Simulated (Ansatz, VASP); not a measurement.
**Two plane-wave programs on Pb**

```
Pb
1.0
     0.00000    2.56859    2.56859
     2.56859    0.00000    2.56859
     2.56859    2.56859    0.00000
Pb
1
Direct
  0.00000 0.00000 0.00000
```

Change from the starting cell: strain +0.040 along x and y, +0.040 along z, atoms carried along.

Alike in both runs: task single point; functional PBEsol; k mesh 16 × 16 × 16; occupations gaussian, width 0.15 eV; no spin polarisation.

|  | VASP | Ansatz |
| --- | --- | --- |
| version | VASP 6.6.1 | Ansatz 0.2.0 |
| potentials or method | VASP PAW PBE potentials, release 64 (Pb_d), cutoff 520 eV | scalar-relativistic, plane waves, PAW |
| valence electrons in the cell | 14 | 14 |

|  | VASP | Ansatz | Ansatz less VASP |
| --- | --- | --- | --- |
| gap on the k mesh at the Fermi level (eV) | none | none | - |
| pressure (GPa) | -4.4 | -4.4 | +0.07 |

VASP's potentials were made for PBE, not for PBEsol. A gap of «none» marks a metal or a gap that the smearing closes. The functional is the same, so the differences come from potentials, cutoffs and numerics.

Neither program's run includes spin-orbit coupling.
